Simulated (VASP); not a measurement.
# Zr3Nb6Ni11 in VASP: further runs

Runs on Zr3Nb6Ni11. Level: PBE. Tasks: single point.

Program: VASP 6.6.1. These are calculated values, not measurements. Logs are shortened: lines on timing, memory, paths and dates and some standing lists are left out, and cuts for length are marked.

**1. The cell of the first run**

The cell holds an amorphous packing of atoms, 20 atoms: a = 6.825 Å, b = 6.686 Å, c = 6.709 Å, α = 90.50°, β = 95.02°, γ = 92.34°.

**2. Single point, PBE**

The input, INCAR:

```
ALGO = Normal
EDIFF = 1E-6
ENCUT = 520
GGA = PE
ISIF = 2
ISMEAR = -1
ISYM = 0
LASPH = True
LCHARG = False
LREAL = Auto
LWAVE = False
NBANDS = 128
NELM = 60
PREC = Accurate
SIGMA = 0.1887
```

The input, KPOINTS:

```
Automatic mesh
0
Gamma
  1 1 1
  0.25 0.25 0.25
```

The input, POSCAR:

```
Zr3Nb6Ni11
1.0
    6.8173460000     -0.1384310000     -0.2966090000
   -0.1384310000      6.6843640000     -0.0322140000
   -0.2966090000     -0.0322140000      6.7019700000
Ni Nb Zr
11 6 3
Direct
    0.7022577578      0.9565146284      0.2912616937
    0.3989099127      0.4723848043      0.6443000602
    0.5646993137      0.2152924162      0.8417764222
    0.8206461146      0.2014586510      0.5134752636
    0.6440218353      0.6299737151      0.0660593297
    0.8285736943      0.9654181758      0.8792206465
    0.8077930531      0.6615973538      0.3978374100
    0.6439619742      0.7430231674      0.6812879893
    0.4454870068      0.0073915553      0.5470799731
    0.1596398182      0.4832632809      0.3369832229
    0.4488436750      0.6934999891      0.3567853157
    0.8686570688      0.4719960849      0.7795545767
    0.8304791394      0.2827078174      0.1342242261
    0.4886968689      0.9275504290     -0.0206773532
    0.0369177866      0.6989445193      0.0840322989
    0.2463016959      0.4322234806     -0.0418673991
    0.5149641146      0.3476448530      0.2726374517
    0.1187205314      0.7603787969      0.6687792426
    0.1677063863      0.0698986000      0.2832595397
    0.1452005823      0.1618332950      0.7422359541
```

Potentials or basis: VASP PAW PBE potentials, release 64 (Ni, Nb_sv, Zr_sv).

Command:

```sh
$ cat potpaw_PBE.64/Ni/POTCAR potpaw_PBE.64/Nb_sv/POTCAR potpaw_PBE.64/Zr_sv/POTCAR > POTCAR
$ mpirun -np 1 vasp_std > vasp.out
```

OUTCAR:

```text
EDIFF = 1E-6
   ENCUT = 520
   GGA = PE
   ISIF = 2
   ISMEAR = -1
   ISYM = 0
   LASPH = True
   LREAL = Auto
   NELM = 60
   PREC = Accurate

 ion  position               nearest neighbor table
   1  0.702  0.957  0.291-   7 2.23   4 2.28  14 2.44  11 2.49  13 2.58   9 2.59   5 2.64  17 2.96
                             6 2.97   8 3.04  19 3.24
   2  0.399  0.472  0.644-   8 2.41   3 2.43  16 2.44  11 2.48  10 2.52  20 2.77  18 2.78  17 2.81

   3  0.565  0.215  0.842-  14 2.20   2 2.43   9 2.47   6 2.50  13 2.58  12 2.70  16 2.82  20 2.89
                             4 2.93  17 3.07
   4  0.821  0.201  0.513-   1 2.28  12 2.52  20 2.61  13 2.61  17 2.74   9 2.85   6 2.93   3 2.93
                            19 3.09
   5  0.644  0.630  0.066-  14 2.35   7 2.41  11 2.50  17 2.53   1 2.64  15 2.69   8 2.70  13 2.72
                            12 2.79   6 2.88  16 3.00
   6  0.829  0.965  0.879-   8 2.25  14 2.47   3 2.50  15 2.64  13 2.71  20 2.72   5 2.88  18 2.91
                             4 2.93   1 2.97  19 3.45
   7  0.808  0.662  0.398-   1 2.23   8 2.36   5 2.41  11 2.46  18 2.73  15 2.74  10 2.78  12 2.87
                            17 2.91
   8  0.644  0.743  0.681-   6 2.25   7 2.36   9 2.40   2 2.41  11 2.46  12 2.48  14 2.66   5 2.70
                             1 3.04  18 3.25
   9  0.445  0.007  0.547-   8 2.40  11 2.45   3 2.47  19 2.53   1 2.59  20 2.76   4 2.85  18 2.90
                            14 2.94  17 2.99
  10  0.160  0.483  0.337-  15 2.36  11 2.37   2 2.52  16 2.68  17 2.69   7 2.78  19 2.79  13 2.81
                            18 2.92  20 3.49
  11  0.449  0.693  0.357-  10 2.37  17 2.44   9 2.45   7 2.46   8 2.46   2 2.48   1 2.49   5 2.50
                            14 3.01  19 3.24  18 3.25
  12  0.869  0.472  0.780-   8 2.48   4 2.52  18 2.68  15 2.68   3 2.70  13 2.73  16 2.77   5 2.79
                             7 2.87  20 2.88
  13  0.830  0.283  0.134-  17 2.47   3 2.58   1 2.58   4 2.61   6 2.71   5 2.72  12 2.73  10 2.81
                            19 2.87
  14  0.489  0.928  0.979-   3 2.20   5 2.35   1 2.44   6 2.47   8 2.66   9 2.94  11 3.01  20 3.19
                            18 3.28  19 3.28
  15  0.037  0.699  0.084-  10 2.36  16 2.52   6 2.64  12 2.68   5 2.69   7 2.74  19 2.88  18 2.92

  16  0.246  0.432  0.958-  20 2.35   2 2.44  15 2.52  10 2.68  17 2.75  12 2.77   3 2.82   5 3.00
                            18 3.05  19 3.33
  17  0.515  0.348  0.273-  11 2.44  13 2.47   5 2.53  10 2.69   4 2.74  16 2.75   2 2.81   7 2.91
                             1 2.96  19 2.96   9 2.99   3 3.07
  18  0.119  0.760  0.669-  12 2.68  20 2.72   7 2.73   2 2.78   9 2.90   6 2.91  15 2.92  10 2.92
                            16 3.05   8 3.25  11 3.25  14 3.28  19 3.36
  19  0.168  0.070  0.283-   9 2.53  10 2.79  13 2.87  15 2.88  17 2.96   4 3.09  20 3.15   1 3.24
                            11 3.24  14 3.28  16 3.33  18 3.36   6 3.45  20 3.68
  20  0.145  0.162  0.742-  16 2.35   4 2.61   6 2.72  18 2.72   9 2.76   2 2.77  12 2.88   3 2.89
                            19 3.15  14 3.19  10 3.49  19 3.68

IMPORTANT INFORMATION: All symmetrisations will be switched off!
NOSYMM: (Re-)initialisation of all symmetry stuff for point group C_1.

----------------------------------------------------------------------------------------

                                     Primitive cell

  volume of cell :     304.6800

  direct lattice vectors                    reciprocal lattice vectors
     6.817346000 -0.138431000 -0.296609000     0.147030873  0.003076393  0.006521931
    -0.138431000  6.684364000 -0.032214000     0.003076393  0.149670699  0.000855566
    -0.296609000 -0.032214000  6.701970000     0.006521931  0.000855566  0.149502613

  length of vectors
     6.825199376  6.685874884  6.708607644     0.147207599  0.149704757  0.149647248

  position of ions in fractional coordinates (direct lattice)
     0.702257758  0.956514628  0.291261694
     0.398909913  0.472384804  0.644300060
     0.564699314  0.215292416  0.841776422
     0.820646115  0.201458651  0.513475264
     0.644021835  0.629973715  0.066059330
     0.828573694  0.965418176  0.879220647
[... 12 lines left out ...]
     0.167706386  0.069898600  0.283259540
     0.145200582  0.161833295  0.742235954

  ion indices of the primitive-cell ions
   primitive index   ion index
                 1           1
                 2           2
                 3           3
                 4           4
                 5           5
                 6           6
[... 12 lines left out ...]
                19          19
                20          20

----------------------------------------------------------------------------------------

 KPOINTS: Automatic mesh

Automatic generation of k-mesh.
 Grid dimensions read from file:
 generate k-points for:    1    1    1

 Generating k-lattice:

  Cartesian coordinates                     Fractional coordinates (reciprocal lattice)
     0.147030873  0.003076393  0.006521931     1.000000000  0.000000000  0.000000000
     0.003076393  0.149670699  0.000855566     0.000000000  1.000000000  0.000000000
     0.006521931  0.000855566  0.149502613     0.000000000  0.000000000  1.000000000

  Length of vectors
     0.147207599  0.149704757  0.149647248

  Shift w.r.t. Gamma in fractional coordinates (k-lattice)
     0.250000000  0.250000000  0.250000000

 Subroutine IBZKPT returns following result:
 ===========================================

 Found      1 irreducible k-points:

 Following reciprocal coordinates:
            Coordinates               Weight
  0.250000  0.250000  0.250000      2.000000
   k-points           NKPTS =      1   k-points in BZ     NKDIM =      1   number of bands    NBANDS=    128
   number of dos      NEDOS =    301   number of ions     NIONS =     20
   total plane-waves  NPLWV = 135000
   dimension x,y,z NGX =    54 NGY =   50 NGZ =   50
   dimension x,y,z NGXF=   108 NGYF=  100 NGZF=  100
   ions per type =              11   6   3
   NGX,Y,Z   is equivalent  to a cutoff of  13.15, 12.43, 12.39 a.u.
   NGXF,Y,Z  is equivalent  to a cutoff of  26.31, 24.87, 24.78 a.u.
 SYSTEM =  unknown system
   PREC   = accura    normal or accurate (medium, high low for compatibility)
   ISTART =      0    job   : 0-new  1-cont  2-samecut
   ICHARG =      2    charge: 1-file 2-atom 10-const
   ISPIN  =      1    spin polarized calculation?
   LNONCOLLINEAR =      F non collinear calculations
   LSORBIT =      F    spin-orbit coupling
   LASPH  =      T    aspherical Exc in radial PAW
   ENCUT  =  520.0 eV  38.22 Ry    6.18 a.u.  12.69 12.43 12.47*2*pi/ulx,y,z
   NELM   =     60;   NELMIN=  2; NELMDL= -5     # of ELM steps
   EDIFF  = 0.1E-05   stopping-criterion for ELM
   LREAL  =      T    real-space projection
   EDIFFG = 0.1E-04   stopping-criterion for IOM
   NSW    =      0    number of steps for IOM
   IBRION =     -1    ionic relax: 0-MD 1-quasi-New 2-CG
   NFREE  =      0    steps in history (QN), initial steepest desc. (CG)
   ISIF   =      2    stress and relaxation
   ISYM   =      0    0-nonsym 1-usesym 2-fastsym
   POTIM  = 0.5000    time-step for ionic-motion
   TEBEG  =    0.0;   TEEND  =   0.0 temperature during run
   PSTRESS=    0.0 pullay stress
   NELECT =     224.0000    total number of electrons
   NUPDOWN=      -1.0000    fix difference up-down
   EMIN   =  10.00;   EMAX   =-10.00  energy-range for DOS
   EFERMI =   0.00;   METHOD = LEGACY
   ISMEAR =    -1;   SIGMA  =   0.19  broadening in eV -4-tet -1-fermi 0-gaus
   EFERMI_NEDOS =   21; number of points for ismear=-14 and -15
   IALGO  =     38    algorithm
   IMIX   =      4    mixing-type and parameters
     AMIX     =   0.40;   BMIX     =  1.00
     AMIX_MAG =   1.60;   BMIX_MAG =  1.00
  volume/ion in A,a.u.               =      15.23       102.80
  Fermi-wavevector in a.u.,A,eV,Ry     =   1.477552  2.792169 29.703704  2.183161
  Thomas-Fermi vector in A             =   2.591942
   LORBIT       =      0    0 simple, 1 ext, 2 COOP (PROOUT), +10 PAW based schemes
   GGA     = PE    functional components
   LHFCALC =     F    Hartree Fock is set to
   AEXX    =    0.0000 exact exchange contribution
   IVDW    =     0    specifies the selected vdW correction
   LEPSILON=     F    determine dielectric tensor
   LRPA    =     F    only Hartree local field effects (RPA)
 non-spin polarized calculation
  energy-cutoff  :      520.00
  volume of cell :      304.68
 maximum number of plane-waves:      8196
 NGX is ok and might be reduce to    50
   NGX = 25   NGY = 25   NGZ = 25

 number of electron     224.0000025 magnetization

 Free energy of the ion-electron system (eV)
  ---------------------------------------------------
  ext. energy  EPLUGINS =         0.00000000
  ---------------------------------------------------
  free energy    TOTEN  =      -143.78616454 eV

  energy without entropy =     -141.17786403  energy(sigma->0) =     -142.48201428

 E-fermi :   9.7258     XC(G=0): -12.2711

 val. band max:        9.6551822164   @ k =   0.2500   0.2500   0.2500
 cond. band min:       9.7703718392   @ k =   0.2500   0.2500   0.2500
 fundamental gap:      0.1151896228
 Fermi energy:         9.7258040808

 k-point     1 :       0.2500    0.2500    0.2500
  band No.  band energies     occupation
      1     -45.3938      2.00000
      2     -45.0969      2.00000
      3     -44.9981      2.00000
      4     -44.8788      2.00000
      5     -44.8322      2.00000
      6     -44.6042      2.00000
[... 116 lines left out ...]
    123      10.8490      0.00519
    124      10.9895      0.00247
 [bands above 124 left out]

------------------------ aborting loop because EDIFF is reached ----------------------------------------

  FORCE on cell =-STRESS in cart. coord.  units (eV):
  Direction    XX          YY          ZZ          XY          YZ          ZX
  --------------------------------------------------------------------------------------
  -------------------------------------------------------------------------------------
  Total        7.3304012     19.3351505      6.3008393     -2.0361455      1.3048662      6.2565809
  in kB       38.5473343    101.6749959     33.1333240    -10.7071875      6.8617134     32.9005890
  external PRESSURE =      57.7852181 kB  Pullay stress =       0.0000000 kB

 VOLUME and BASIS-vectors are now :
 -----------------------------------------------------------------------------
  energy-cutoff  :      520.00
  volume of cell :      304.68
      direct lattice vectors                 reciprocal lattice vectors
     6.817346000 -0.138431000 -0.296609000     0.147030873  0.003076393  0.006521931
    -0.138431000  6.684364000 -0.032214000     0.003076393  0.149670699  0.000855566
    -0.296609000 -0.032214000  6.701970000     0.006521931  0.000855566  0.149502613

 POSITION                                       TOTAL-FORCE (eV/Angst)
 -----------------------------------------------------------------------------------
      4.56873      6.28709      1.71292        -0.128788     -0.136063     -0.674045
      2.46301      3.08161      4.18454         0.707993     -0.009538     -0.881696
      3.57027      1.33380      5.46713         0.246925      2.224639     -1.122788
      5.41444      1.21648      3.19140        -0.358944      0.214510      0.594906
      4.28372      4.11969      0.23141         0.465556     -0.459575     -1.102774
      5.25425      6.31018      5.61565         1.101842      0.710132      0.714678
[... 12 lines left out ...]
      1.04962      0.43489      1.84640        -0.374878     -0.201030     -0.333581
      0.74733      1.03774      4.92616         0.137423     -1.042562     -0.899219
 -----------------------------------------------------------------------------------
    total drift:                                0.001621      0.000810     -0.002644

  FREE ENERGIE OF THE ION-ELECTRON SYSTEM (eV)
  ---------------------------------------------------
  free  energy   TOTEN  =      -143.7861645405 eV

  energy  without entropy=     -141.1778640267  energy(sigma->0) =     -142.48201428
```

Run time: 2.2 min. Hardware: 1 thread of Intel Xeon 6975P-C (Granite Rapids), shared host; peak memory 0.36 GiB.

Results:

- Free energy: -143.7862 eV
- Pressure: 5.8 GPa
- Largest force: 2.904 eV/Å
- Band gap on the k mesh: 0.12 eV

Forces in eV/Å, atoms in the order of the input:
```
Ni  -0.129 -0.136 -0.674
Ni   0.708 -0.010 -0.882
Ni   0.247  2.225 -1.123
Ni  -0.359  0.215  0.595
Ni   0.466 -0.460 -1.103
Ni   1.102  0.710  0.715
Ni   1.189 -2.020  0.073
Ni  -0.807 -0.302  0.028
Ni   0.404  0.674 -0.174
Ni  -0.569 -1.197  1.344
Ni  -0.573  1.327 -0.563
Nb  -1.804 -0.349 -1.268
Nb   1.891  0.140  0.379
Nb  -2.313 -1.454  0.983
Nb  -0.739  2.309  1.174
Nb   0.960  0.945  1.844
Nb  -0.631 -1.150  1.937
Zr   1.195 -0.223 -2.055
Zr  -0.375 -0.201 -0.334
Zr   0.137 -1.043 -0.899
```

Stress tensor (GPa, compression positive):
```
 3.85 -1.07  3.29
-1.07 10.17  0.69
 3.29  0.69  3.31
```

Levels at points of the mesh, in eV from the valence-band top:
```csv
k point,band 108,band 109,band 110,band 111,band 112,band 113,band 114,band 115,band 116,band 117
"(0.25, 0.25, 0.25)",-0.35,-0.28,-0.21,-0.07,0.00,0.12,0.20,0.22,0.39,0.52
```

Caveat: the k points lie up to 0.94 Å⁻¹ apart. Spin polarisation is off, so any magnetic state and its effect on volume and gap are missing.

**3. Single point, PBE**

The input, INCAR:

```
SYSTEM = Zr3Nb6Ni11
  PREC = Accurate
  ENCUT = 520
  EDIFF = 1E-7
  ISMEAR = -1
  SIGMA = 0.1043
  LREAL = Auto
  LASPH = .TRUE.
  NELM = 100
  ALGO = Normal
  ISIF = 2
  LWAVE = .FALSE.
  LCHARG = .FALSE.
  GGA = PE
  NBANDS = 128
  ISYM = 0
```

KPOINTS is that of step 2.

The input, POSCAR:

```
Zr3Nb6Ni11
1.0
    6.8173460000     -0.1384310000     -0.2966090000
   -0.1384310000      6.6843640000     -0.0322140000
   -0.2966090000     -0.0322140000      6.7019700000
Ni Nb Zr
11 6 3
Direct
    0.6933651251      0.9281563447      0.2929356540
    0.3998578965      0.4907297228      0.6331211298
    0.5441082045      0.2569590441      0.8087272950
    0.8159475566      0.1722318130      0.4679547453
    0.6762123337      0.6110893543      0.0265391066
    0.8622670049      0.9411292673      0.8777584341
    0.7864234108      0.5751173886      0.4146516760
    0.6252777849      0.7396366996      0.6921245059
    0.4690993221     -0.0005770973      0.5549942017
    0.1353204953      0.4368375751      0.3602411772
    0.4403368072      0.7140301812      0.3298061060
    0.8575746912      0.4711689948      0.7596431511
    0.8571328011      0.2556142376      0.1251274864
    0.4658172314      0.9223481141      0.9933874824
    0.0534380331      0.7445553568      0.1141907988
    0.2564940724      0.4506194901      0.9785176159
    0.5029459096      0.3818038437      0.3056609791
    0.1205088322      0.7575835142      0.6365496711
    0.1642501197      0.0622612563      0.2870985319
    0.1438519303      0.1322776415      0.7233295537
```

Potentials or basis: VASP PAW PBE potentials, release 64 (Ni, Nb_sv, Zr_sv).

Command:

```sh
$ cat potpaw_PBE.64/Ni/POTCAR potpaw_PBE.64/Nb_sv/POTCAR potpaw_PBE.64/Zr_sv/POTCAR > POTCAR
$ mpirun -np 1 vasp_std > vasp.out
```

Run time: 2.8 min. Hardware: 1 thread of Intel Xeon 6975P-C (Granite Rapids), shared host; peak memory 0.36 GiB.

It converged, with:

* Free energy: -143.6213 eV
* Pressure: 2.9 GPa
* Largest force: 3.215 eV/Å
* Band gap on the k mesh: 0.10 eV

Forces in eV/Å, atoms in the order of the input:
```
Ni   0.949 -1.535 -1.316
Ni  -0.734  0.602 -0.416
Ni   1.216 -1.126  1.336
Ni   0.438  1.867  2.220
Ni  -0.796 -0.205  0.816
Ni  -1.056  0.694  0.301
Ni   1.007  0.671 -0.866
Ni   0.156  0.003 -0.201
Ni  -0.366  1.619 -0.168
Ni  -0.139  0.386  0.675
Ni  -1.753  0.263 -0.335
Nb   0.155 -0.759  0.065
Nb  -0.451  1.148 -1.014
Nb  -0.062 -0.233 -0.467
Nb  -0.316 -2.054 -0.038
Nb  -0.424  0.255 -0.310
Nb   0.048 -3.214 -0.039
Zr   0.911 -1.286 -0.739
Zr   0.892  0.558 -0.235
Zr   0.325  2.347  0.732
```

Stress tensor (GPa, compression positive):
```
-0.60 -0.50  3.98
-0.50  9.18  1.94
 3.98  1.94  0.24
```

Levels at points of the mesh, in eV from the valence-band top:
| k point | band 109 | band 110 | band 111 | band 112 | band 113 | band 114 | band 115 | band 116 |
| --- | --- | --- | --- | --- | --- | --- | --- | --- |
| (0.25, 0.25, 0.25) | -0.25 | -0.22 | -0.07 | 0.00 | 0.10 | 0.17 | 0.25 | 0.33 |

Caveat: the k points lie up to 0.94 Å⁻¹ apart.
